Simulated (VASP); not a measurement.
# As (I4_1/amd) in VASP: a series of runs

As is run at these levels: PBE; tasks: single point.

Program: VASP 6.6.1. These are calculated values, not measurements. Logs are shortened: lines on timing, memory, paths and dates and some standing lists are left out, and cuts for length are marked.

### Step 1. The cell of the first run

It takes space group I4_1/amd (No. 141, tetragonal). The conventional cell has a = 5.299 Å, b = 5.299 Å, c = 2.890 Å, α = 90.00°, β = 90.00°, γ = 90.00°. As (site symmetry -4m2) has 10 As at 2.75 to 3.42 Å within 3.6 Å.

### Step 2. Single point, PBE

Contents of INCAR:

```
SYSTEM = As
ALGO = Normal
EDIFF = 1E-6
ENCUT = 520
GGA = PE
ISIF = 2
ISMEAR = 0
LASPH = .TRUE.
LCHARG = .TRUE.
LELF = .TRUE.
LREAL = .FALSE.
LVHAR = .TRUE.
LWAVE = .FALSE.
NBANDS = 12
NELM = 60
PREC = Accurate
SIGMA = 0.1
```

Contents of KPOINTS:

```
k-points
0
G
  8 8 8
  0 0 0
```

Contents of POSCAR:

```
As
1.0
   -2.6493126013      2.6493126013      1.4452489289
    2.6493126013     -2.6493126013      1.4452489289
    2.6493126013      2.6493126013     -1.4452489289
As
2
Direct
    0.0000000000      0.0000000000      0.0000000000
    0.7500000000      0.2500000000      0.5000000000
```

Potentials or basis: VASP PAW PBE potentials, release 64 (As).

The run is started by

```console
$ cat potpaw_PBE.64/As/POTCAR > POTCAR
$ mpirun -np 1 vasp_std > vasp.out
```

OUTCAR:

```text
SYSTEM = As
   EDIFF = 1E-6
   ENCUT = 520
   GGA = PE
   ISIF = 2
   ISMEAR = 0
   LASPH = .TRUE.
   LREAL = .FALSE.
   NELM = 60
   PREC = Accurate

 ion  position               nearest neighbor table
   1  0.000  0.000  0.000-   2 2.75   2 2.75   2 2.75   2 2.75
   2  0.750  0.250  0.500-   1 2.75   1 2.75   1 2.75   1 2.75

  LATTYP: Found a body centered tetragonal cell.
 ALAT       =     5.2986252026
 C/A-ratio  =     0.5455184595

  Lattice vectors:

 A1 = (  -2.6493126013,   2.6493126013,   1.4452489289)
 A2 = (   2.6493126013,  -2.6493126013,   1.4452489289)
 A3 = (   2.6493126013,   2.6493126013,  -1.4452489289)

Analysis of symmetry for initial positions (statically):
=====================================================================
 Subroutine PRICEL returns:
 Original cell was already a primitive cell.

 Routine SETGRP: Setting up the symmetry group for a
 body centered tetragonal supercell.

 Subroutine GETGRP returns: Found 16 space group operations
 (whereof  8 operations were pure point group operations)
 out of a pool of 16 trial point group operations.

The static configuration has the point symmetry D_2d.
 The point group associated with its full space group is D_4h.

Analysis of symmetry for dynamics (positions and initial velocities):
=====================================================================
 Subroutine PRICEL returns:
 Original cell was already a primitive cell.

 Routine SETGRP: Setting up the symmetry group for a
 body centered tetragonal supercell.

 Subroutine GETGRP returns: Found 16 space group operations
 (whereof  8 operations were pure point group operations)
 out of a pool of 16 trial point group operations.

The dynamic configuration has the point symmetry D_2d.
 The point group associated with its full space group is D_4h.

 Subroutine INISYM returns: Found 16 space group operations
 (whereof  8 operations are pure point group operations),
 and found     1 'primitive' translations

----------------------------------------------------------------------------------------

                                     Primitive cell

  volume of cell :      40.5760

  direct lattice vectors                    reciprocal lattice vectors
    -2.649312601  2.649312601  1.445248929     0.000000000  0.188728201  0.345961163
     2.649312601 -2.649312601  1.445248929     0.188728201  0.000000000  0.345961163
     2.649312601  2.649312601 -1.445248929     0.188728201  0.188728201  0.000000000

  length of vectors
     4.015776262  4.015776262  4.015776262     0.394090675  0.394090675  0.266901981
[... 87 lines left out ...]
   ISIF   =      2    stress and relaxation
   ISYM   =      2    0-nonsym 1-usesym 2-fastsym
   POTIM  = 0.5000    time-step for ionic-motion
   TEBEG  =    0.0;   TEEND  =   0.0 temperature during run
   PSTRESS=    0.0 pullay stress
   NELECT =      10.0000    total number of electrons
   NUPDOWN=      -1.0000    fix difference up-down
   EMIN   =  10.00;   EMAX   =-10.00  energy-range for DOS
   EFERMI =   0.00;   METHOD = LEGACY
   ISMEAR =     0;   SIGMA  =   0.10  broadening in eV -4-tet -1-fermi 0-gaus
   EFERMI_NEDOS =   21; number of points for ismear=-14 and -15
   IALGO  =     38    algorithm
   IMIX   =      4    mixing-type and parameters
     AMIX     =   0.40;   BMIX     =  1.00
     AMIX_MAG =   1.60;   BMIX_MAG =  1.00
  volume/ion in A,a.u.               =      20.29       136.91
  Fermi-wavevector in a.u.,A,eV,Ry     =   1.026404  1.939623 14.333817  1.053506
  Thomas-Fermi vector in A             =   2.160295
   LORBIT       =      0    0 simple, 1 ext, 2 COOP (PROOUT), +10 PAW based schemes
   GGA     = PE    functional components
   LHFCALC =     F    Hartree Fock is set to
   AEXX    =    0.0000 exact exchange contribution
   IVDW    =     0    specifies the selected vdW correction
   LEPSILON=     F    determine dielectric tensor
   LRPA    =     F    only Hartree local field effects (RPA)
 non-spin polarized calculation
 Gauss-broadening in eV      SIGMA  =   0.10
  energy-cutoff  :      520.00
  volume of cell :       40.58
 maximum number of plane-waves:      1125
 NGX is ok and might be reduce to    30
   NGX = 15   NGY = 15   NGZ = 15

 number of electron      10.0000000 magnetization

 number of electron       9.9999999 magnetization

 Free energy of the ion-electron system (eV)
  ---------------------------------------------------
  ext. energy  EPLUGINS =         0.00000000
  ---------------------------------------------------
  free energy    TOTEN  =        -8.86502946 eV

  energy without entropy =       -8.85893815  energy(sigma->0) =       -8.86198381

 E-fermi :   5.7987     XC(G=0): -10.3898

 val. band max:        5.7724225679   @ k =  -0.3750   0.2500   0.0000
 cond. band min:       5.8344310960   @ k =  -0.3750   0.3750   0.0000
 fundamental gap:      0.0620085282
 Fermi energy:         5.7986906960

 k-point     1 :       0.0000    0.0000    0.0000
  band No.  band energies     occupation
      1      -8.9538      2.00000
      2      -2.1343      2.00000
      3       1.9466      2.00000
      4       1.9466      2.00000
      5       8.5942      0.00000
      6      10.1456      0.00000
      7      10.1456      0.00000
      8      10.2889      0.00000
      9      10.4264      0.00000
     10      15.3225      0.00000
     11      16.3351      0.00000
     12      16.6159      0.00000
[... 331 lines left out ...]
 k-point    24 :       0.3750    0.1250    0.1250
  band No.  band energies     occupation
      1      -4.7492      2.00000
      2      -3.2353      2.00000
      3       0.2125      2.00000
      4       1.5021      2.00000
      5       4.5183      2.00000
      6       6.8816      0.00000
      7       7.9474      0.00000
      8       8.1956      0.00000
      9      12.4578      0.00000
     10      13.2435      0.00000
     11      14.0922      0.00000
     12      16.7341      0.00000

 [... further k-points ...]
[... 5 lines left out ...]
  --------------------------------------------------------------------------------------
  -------------------------------------------------------------------------------------
  Total        0.5352694      0.5352694     -0.7181190      0.0000000      0.0000000      0.0000000
  in kB       21.1355692     21.1355692    -28.3555430      0.0000000      0.0000000      0.0000000
  external PRESSURE =       4.6385318 kB  Pullay stress =       0.0000000 kB

 VOLUME and BASIS-vectors are now :
 -----------------------------------------------------------------------------
  energy-cutoff  :      520.00
  volume of cell :       40.58
      direct lattice vectors                 reciprocal lattice vectors
    -2.649312601  2.649312601  1.445248929     0.000000000  0.188728201  0.345961163
     2.649312601 -2.649312601  1.445248929     0.188728201  0.000000000  0.345961163
     2.649312601  2.649312601 -1.445248929     0.188728201  0.188728201  0.000000000

 POSITION                                       TOTAL-FORCE (eV/Angst)
 -----------------------------------------------------------------------------------
      0.00000      0.00000      0.00000         0.000000     -0.000000      0.000000
      0.00000      2.64931      0.72262        -0.000000      0.000000     -0.000000
 -----------------------------------------------------------------------------------
    total drift:                                0.000000     -0.000000      0.000000

  FREE ENERGIE OF THE ION-ELECTRON SYSTEM (eV)
  ---------------------------------------------------
  free  energy   TOTEN  =        -8.8650294616 eV

  energy  without entropy=       -8.8589381523  energy(sigma->0) =       -8.86198381
```

stdout:

```text
POSCAR found type information on POSCAR As
 POSCAR found :  1 types and       2 ions
 scaLAPACK will be used
 LDA part: xc-table for (Slater+PW92), standard interpolation
 POSCAR, INCAR and KPOINTS ok, starting setup
 FFT: planning ... GRIDC
 FFT: planning ... GRID_SOFT
 FFT: planning ... GRID
 WAVECAR not read
 entering main loop
```

It took 11 s on 1 thread of Intel Xeon 6975P-C (Granite Rapids), shared host; peak memory 0.17 GiB.

Results:

```
Free energy            : -8.8650 eV
Pressure               : 0.5 GPa
Band gap on the k mesh : zero (band 5 reaches 9.27 eV, above the bottom of band 6 at 3.54 eV)
```

Levels at points of the mesh, in eV from the Fermi level:
| k point | band 2 | band 3 | band 4 | band 5 | band 6 | band 7 | band 8 | band 9 |
| --- | --- | --- | --- | --- | --- | --- | --- | --- |
| (0.00, 0.00, 0.00) | -7.93 | -3.85 | -3.85 | 2.80 | 4.35 | 4.35 | 4.49 | 4.63 |
| (0.50, 0.00, 0.00) | -8.73 | -4.99 | -3.55 | -3.06 | 0.87 | 1.34 | 2.42 | 7.09 |
| (0.50, 0.50, 0.00) | -12.41 | -1.32 | -1.32 | -0.58 | -0.58 | 4.33 | 4.33 | 9.19 |
| (0.50, 0.50, 0.50) | -11.43 | -6.67 | -6.67 | 3.40 | 3.40 | 6.70 | 6.70 | 11.88 |

### Step 3. Single point, PBE

Contents of INCAR:

```
SYSTEM = As
PREC = Accurate
ENCUT = 520
EDIFF = 1E-6
ISMEAR = 0
SIGMA = 0.1
LREAL = .FALSE.
LASPH = .TRUE.
NELM = 60
ALGO = Normal
ISIF = 2
LWAVE = .FALSE.
LCHARG = .FALSE.
GGA = PE
NBANDS = 12
```

Contents of KPOINTS:

```
regular mesh
0
G
  22 22 22
  0 0 0
```

Contents of POSCAR:

```
As
1.0
   -2.6810293822      2.6810293822      1.4107913369
    2.6810293822     -2.6810293822      1.4107913369
    2.6810293822      2.6810293822     -1.4107913369
As
2
Direct
    0.0000000000      0.0000000000      0.0000000000
    0.7500000000      0.2500000000      0.5000000000
```

Potentials or basis: VASP PAW PBE potentials, release 64 (As).

The run is started by

```console
$ cat potpaw_PBE.64/As/POTCAR > POTCAR
$ mpirun -np 1 vasp_std > vasp.out
```

Wall time 2.2 min (1 thread of Intel Xeon 6975P-C (Granite Rapids), shared host); peak memory 0.45 GiB.

Results (log left out):

```
Free energy            : -8.8868 eV
Pressure               : 0.1 GPa
Band gap on the k mesh : zero (band 5 reaches 9.92 eV, above the bottom of band 6 at 3.14 eV)
```

Levels at points of the mesh, in eV from the Fermi level:
| k point | band 1 | band 2 | band 3 | band 4 | band 5 | band 6 | band 7 | band 8 | band 9 | band 10 |
| --- | --- | --- | --- | --- | --- | --- | --- | --- | --- | --- |
| (0.00, 0.00, 0.00) | -14.75 | -8.28 | -3.95 | -3.95 | 2.70 | 4.09 | 4.09 | 5.07 | 5.21 | 9.19 |
| (0.50, 0.00, 0.00) | -10.56 | -8.57 | -5.09 | -3.72 | -2.85 | 0.86 | 1.41 | 2.35 | 6.93 | 9.03 |
| (0.50, 0.50, 0.00) | -12.49 | -12.49 | -1.45 | -1.45 | -0.83 | -0.83 | 4.89 | 4.89 | 9.79 | 9.79 |
| (0.50, 0.50, 0.50) | -11.59 | -11.59 | -6.67 | -6.67 | 4.07 | 4.07 | 6.34 | 6.34 | 12.10 | 12.10 |
